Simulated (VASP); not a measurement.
Wanted: the native input for a VASP 6.6.1 run.

* Task: single point
* Functional: r2SCAN
* Potentials or basis: VASP PAW PBE potentials, release 64 (Ge_d)
* Cutoff: 520 eV
* k mesh: 6 × 6 × 6
* Occupations: fermi-dirac, width 0.02 eV
* Spin: no spin polarisation
* Dipole correction: no
* Further INCAR settings: ALGO = Normal; EDIFF = 1e-07; NBANDS = 21

Ge:

```
CELL_PARAMETERS angstrom
0.00000 2.89251 2.89251
2.89251 0.00000 2.89251
2.89251 2.89251 0.00000
ATOMIC_POSITIONS crystal
Ge 0.00000 0.00000 0.00000
Ge 0.25000 0.25000 0.25000
```

This cell differs from its parent crystal: volume changed by +6%.

The input as run:

POSCAR

```
Ge
1.0
    0.0000000000      2.8925126080      2.8925126080
    2.8925126080      0.0000000000      2.8925126080
    2.8925126080      2.8925126080      0.0000000000
Ge
2
Direct
    0.0000000000      0.0000000000      0.0000000000
    0.2500000000      0.2500000000      0.2500000000
```

INCAR.step1

```
  ALGO = Normal
  EDIFF = 1E-4
  ENCUT = 520
  GGA = PE
  ISMEAR = -1
  LASPH = T
  LCHARG = F
  LREAL = F
  LWAVE = T
  NBANDS = 21
  NELM = 100
  PREC = Accurate
  SIGMA = 0.02
```

INCAR.step2

```
  ALGO = Normal
  EDIFF = 1E-7
  ENCUT = 520
  ISIF = 2
  ISMEAR = -1
  ISTART = 1
  LASPH = T
  LCHARG = F
  LMIXTAU = T
  LREAL = F
  LWAVE = F
  METAGGA = R2SCAN
  NBANDS = 21
  NELM = 100
  PREC = Accurate
  SIGMA = 0.02
```

KPOINTS

```
k-points
0
Gamma
  6 6 6
```

Potentials or basis: VASP PAW PBE potentials, release 64 (Ge_d).

The run is started by

```sh
$ cat potpaw_PBE.64/Ge_d/POTCAR > POTCAR
$ cp INCAR.step1 INCAR
$ mpirun -np 1 vasp_std > vasp.out
$ cp INCAR.step2 INCAR
$ mpirun -np 1 vasp_std > vasp.out
```

It gave:

```
Pressure               : -3.4 GPa
Band gap on the k mesh : zero (filled and empty bands touch)
```

Caveat: the PAW data sets were made with another functional, which shifts forces and pressure a little.

It took 2.3 min on 1 thread of AMD EPYC 7R13, with other jobs on the host, peak memory 0.14 GiB.
